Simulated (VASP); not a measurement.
Input of a VASP 6.6.1 run:

The input INCAR:

```
SYSTEM = BaS
PREC     = Accurate       ! precision mode
ENCUT    = 600            ! plane-wave cutoff, eV
EDIFF    = 1E-7           ! SCF threshold, eV
ISMEAR   = -1             ! smearing method
SIGMA    = 0.05           ! smearing width, eV
LREAL    = .False.        ! projectors in reciprocal space
LASPH    = .True.         ! aspherical terms in the spheres
NELM     = 60             ! most SCF steps
ALGO     = Normal         ! electronic algorithm
ISIF     = 3              ! what is computed and relaxed
LWAVE    = .False.        ! write WAVECAR
LCHARG   = .False.        ! write CHGCAR
GGA      = RE             ! functional
IBRION   = 2              ! ionic algorithm
NSW      = 80             ! ionic steps
EDIFFG   = -0.01          ! ionic threshold
```

Contents of KPOINTS:

```
Automatic mesh
0
Gamma
  7 7 7
  0 0 0
```

File POSCAR:

```
BaS
1.0
    0.0000000000      3.1937500000      3.1937500000
    3.1937500000      0.0000000000      3.1937500000
    3.1937500000      3.1937500000      0.0000000000
Ba S
1 1
Direct
    0.0000000000      0.0000000000      0.0000000000
    0.5000000000      0.5000000000      0.5000000000
```

Potentials or basis: VASP PAW PBE potentials, release 64 (Ba_sv, S).

Launch:

```console
$ cat potpaw_PBE.64/Ba_sv/POTCAR potpaw_PBE.64/S/POTCAR > POTCAR
$ mpirun -np 1 vasp_std > vasp.out
```

(1) Estimate the band gap on the k mesh.

(2) Predict the relaxed volume.

(3) Estimate the relaxed cell.

Results:

(1) 2.36 eV (least direct gap 2.53 eV).

(2) 34.59 Å³/atom.

(3) a = 4.608 Å, b = 4.608 Å, c = 4.608 Å, α = 60.00°, β = 60.00°, γ = 60.00°.

Caveat: the PAW data sets were made with another functional, which shifts forces and pressure a little; spin-orbit coupling is left out, which moves the levels of the heavy elements; an odd mesh through Γ misses points on the zone boundary, where band edges can lie.
